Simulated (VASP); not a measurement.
# CdTe (I-4m2) in VASP: a series of runs, part 2 of 2

VASP 6.6.1.

### Step 5. Single point, LDA (in-plane strain +0.01)

The input, INCAR:

```
SYSTEM = CdTe
ALGO     = Normal         ! electronic algorithm
EDIFF    = 1E-7           ! SCF threshold, eV
ENCUT    = 520            ! plane-wave cutoff, eV
ISIF     = 2              ! what is computed and relaxed
ISMEAR   = 0              ! smearing method
LASPH    = .True.         ! aspherical terms in the spheres
LCHARG   = .False.        ! write CHGCAR
LREAL    = .False.        ! projectors in reciprocal space
LWAVE    = .False.        ! write WAVECAR
NBANDS   = 16             ! bands
NELM     = 100            ! most SCF steps
PREC     = Accurate       ! precision mode
SIGMA    = 0.01           ! smearing width, eV
```

The input, KPOINTS:

```
k-points
0
Gamma
  6 6 6
  0 0 0
```

The input, POSCAR:

```
CdTe
1.0
    3.2370500000      3.2370500000      0.0000000000
   -3.2370500000      3.2370500000      0.0000000000
    0.0000000000      3.2370500000      3.1857700000
Cd Te
1 1
Direct
    0.0000000000      0.0000000000      0.0000000000
    0.7500000000      0.2500000000      0.5000000000
```

Potentials or basis: VASP PAW LDA potentials, release 64 (Cd, Te).

Run with:

```console
> cat potpaw_LDA.64/Cd/POTCAR potpaw_LDA.64/Te/POTCAR > POTCAR
> mpirun -np 1 vasp_std > vasp.out
```

OUTCAR:

```text
SYSTEM = CdTe
   EDIFF = 1E-7
   ENCUT = 520
   ISIF = 2
   ISMEAR = 0
   LASPH = .True.
   LREAL = .False.
   NELM = 100
   PREC = Accurate

 ion  position               nearest neighbor table
   1  0.000  0.000  0.000-   2 2.79   2 2.79   2 2.79   2 2.79
   2  0.750  0.250  0.500-   1 2.79   1 2.79   1 2.79   1 2.79

  LATTYP: Found a body centered tetragonal cell.
 ALAT       =     4.5778800121
 C/A-ratio  =     1.3918101792

  Lattice vectors:

 A1 = (   3.2370500000,   0.0000000000,  -3.1857700000)
 A2 = (  -3.2370500000,   0.0000000000,  -3.1857700000)
 A3 = (   0.0000000000,   3.2370500000,   3.1857700000)

Analysis of symmetry for initial positions (statically):
=====================================================================
 Subroutine PRICEL returns:
 Original cell was already a primitive cell.

 Routine SETGRP: Setting up the symmetry group for a
 body centered tetragonal supercell.

 Subroutine GETGRP returns: Found  8 space group operations
 (whereof  8 operations were pure point group operations)
 out of a pool of 16 trial point group operations.

The static configuration has the point symmetry D_2d.

Analysis of symmetry for dynamics (positions and initial velocities):
[... 161 lines left out ...]

 val. band max:        2.3721208884   @ k =   0.0000   0.0000   0.0000
 cond. band min:       2.9442641878   @ k =   0.0000   0.0000   0.0000
 fundamental gap:      0.5721432994
 Fermi energy:         2.4481948407

 k-point     1 :       0.0000    0.0000    0.0000
  band No.  band energies     occupation
      1      -9.0138      2.00000
      2      -6.0274      2.00000
      3      -6.0274      2.00000
      4      -6.0238      2.00000
      5      -5.7501      2.00000
      6      -5.7463      2.00000
[... 433 lines left out ...]
      3      -5.8999      2.00000
      4      -5.7761      2.00000
      5      -5.7461      2.00000
      6      -5.2245      2.00000
[... 8 lines left out ...]
     15      12.7763      0.00000
     16      13.5817      0.00000

 [... further k-points ...]

------------------------ aborting loop because EDIFF is reached ----------------------------------------

  FORCE on cell =-STRESS in cart. coord.  units (eV):
  Direction    XX          YY          ZZ          XY          YZ          ZX
  --------------------------------------------------------------------------------------
  -------------------------------------------------------------------------------------
  Total       -0.1996278     -0.1996278     -0.0787788      0.0000000      0.0000000      0.0000000
  in kB       -4.7905829     -4.7905829     -1.8904990      0.0000000      0.0000000      0.0000000
  external PRESSURE =      -3.8238883 kB  Pullay stress =       0.0000000 kB

 VOLUME and BASIS-vectors are now :
 -----------------------------------------------------------------------------
  energy-cutoff  :      520.00
  volume of cell :       66.76
      direct lattice vectors                 reciprocal lattice vectors
     3.237050000  3.237050000  0.000000000     0.154461624  0.154461624 -0.156947928
    -3.237050000  3.237050000  0.000000000    -0.154461624  0.154461624 -0.156947928
     0.000000000  3.237050000  3.185770000     0.000000000  0.000000000  0.313895856

 POSITION                                       TOTAL-FORCE (eV/Angst)
 -----------------------------------------------------------------------------------
      0.00000      0.00000      0.00000         0.000000     -0.000000      0.000000
      1.61852      4.85557      1.59289        -0.000000      0.000000      0.000000
 -----------------------------------------------------------------------------------
    total drift:                                0.000000     -0.000000      0.000000

  FREE ENERGIE OF THE ION-ELECTRON SYSTEM (eV)
  ---------------------------------------------------
  free  energy   TOTEN  =        -6.0433242290 eV

  energy  without entropy=       -6.0433242290  energy(sigma->0) =       -6.04332423
```

stdout:

```text
POSCAR found type information on POSCAR CdTe
 POSCAR found :  2 types and       2 ions
 scaLAPACK will be used
 LDA part: xc-table for (Slater(with rela. corr.)+CA(PZ))
 , standard interpolation
 POSCAR, INCAR and KPOINTS ok, starting setup
 FFT: planning ... GRIDC
 FFT: planning ... GRID_SOFT
 FFT: planning ... GRID
 WAVECAR not read
 entering main loop
```

Wall time 38 s (1 thread of Intel Xeon Platinum 8375C at 2.90GHz (Ice Lake), shared host); peak memory 0.19 GiB.

Results:

* Free energy: -6.0433 eV
* Pressure: -0.4 GPa
* Band gap on the k mesh: 0.57 eV, direct

Caveat: the cell differs from its parent crystal (in-plane strain +0.01); spin-orbit coupling is left out, which moves the levels of the heavy elements.

### Step 6. Single point, LDA (film at in-plane strain +0.01)

The input, INCAR:

```
SYSTEM = CdTe
PREC = Accurate
ENCUT = 520
EDIFF = 1E-6
ISMEAR = 0
SIGMA = 0.01
LREAL = .False.
LASPH = .True.
NELM = 60
ALGO = Normal
ISIF = 2
LWAVE = .False.
LCHARG = .True.
GGA = CA
LELF = .True.
LVHAR = .True.
NBANDS = 16
```

The input, KPOINTS:

```
Automatic mesh
0
Gamma
  6 6 6
  0 0 0
```

POSCAR, as its differences from that of step 5:

```diff
@@ -4,3 +4,3 @@
    -3.2370500000      3.2370500000      0.0000000000
-    0.0000000000      3.2370500000      3.1857700000
+    0.0000000000      3.2370500000      3.1613638664
 Cd Te
```

Potentials or basis: VASP PAW LDA potentials, release 64 (Cd, Te).

Run with:

```console
> cat potpaw_LDA.64/Cd/POTCAR potpaw_LDA.64/Te/POTCAR > POTCAR
> mpirun -np 1 vasp_std > vasp.out
```

Wall time 41 s (1 thread of Intel Xeon Platinum 8375C at 2.90GHz (Ice Lake), shared host); peak memory 0.18 GiB.

The run converged. Its results:

```
Free energy            : -6.0432 eV
Pressure               : 0.0 GPa
Band gap on the k mesh : 0.58 eV, direct
```

Stress tensor (GPa, compression positive):
```
-0.18  0.00  0.00
 0.00 -0.18  0.00
 0.00  0.00  0.24
```

Levels at points of the mesh, in eV from the valence-band top:
```csv
k point,band 5,band 6,band 7,band 8,band 9,band 10,band 11,band 12,band 13,band 14
"(0.00, 0.00, 0.00)",-8.16,-8.16,-0.08,-0.08,0.00,0.58,4.43,4.43,4.43,7.20
"(0.50, 0.00, 0.00)",-8.15,-7.79,-4.71,-0.94,-0.82,1.63,4.96,5.11,6.83,8.49
"(0.50, 0.50, 0.00)",-8.13,-7.66,-4.60,-2.02,-1.98,2.36,2.55,8.67,8.96,9.14
"(0.00, 0.00, 0.50)",-8.13,-7.62,-4.48,-2.11,-2.11,2.27,2.37,8.85,9.07,9.07
```

Caveat: the cell differs from its parent crystal (film at in-plane strain +0.01); spin-orbit coupling is left out, which moves the levels of the heavy elements.

### Step 7. Summary

| cell | gap on the mesh (eV) | pressure (GPa) |
| --- | --- | --- |
| a = 4.555, b = 4.555, c = 4.537 Å, angles 59.9, 59.9, 90.0°, 2 atoms | 0.61 | -0.1 |
| a = 4.555, b = 4.555, c = 4.528 Å, angles 59.8, 59.8, 90.0°, 2 atoms | 0.61 | 0.1 |
| a = 4.578, b = 4.578, c = 4.525 Å, angles 59.6, 59.6, 90.0°, 2 atoms | 0.58 | 0.0 |
| a = 4.578, b = 4.578, c = 4.542 Å, angles 59.7, 59.7, 90.0°, 2 atoms | 0.57 | -0.4 |

Alike in all rows: task single point; level LDA; potentials or basis VASP PAW LDA potentials, release 64 (Cd, Te); no spin polarisation; k mesh 6 × 6 × 6; cutoff (eV) 520; smearing gaussian 0.01 eV.

Caveats: spin-orbit coupling is left out, which moves the levels of the heavy elements.

Absolute energies hang on the potentials; compare differences alone.
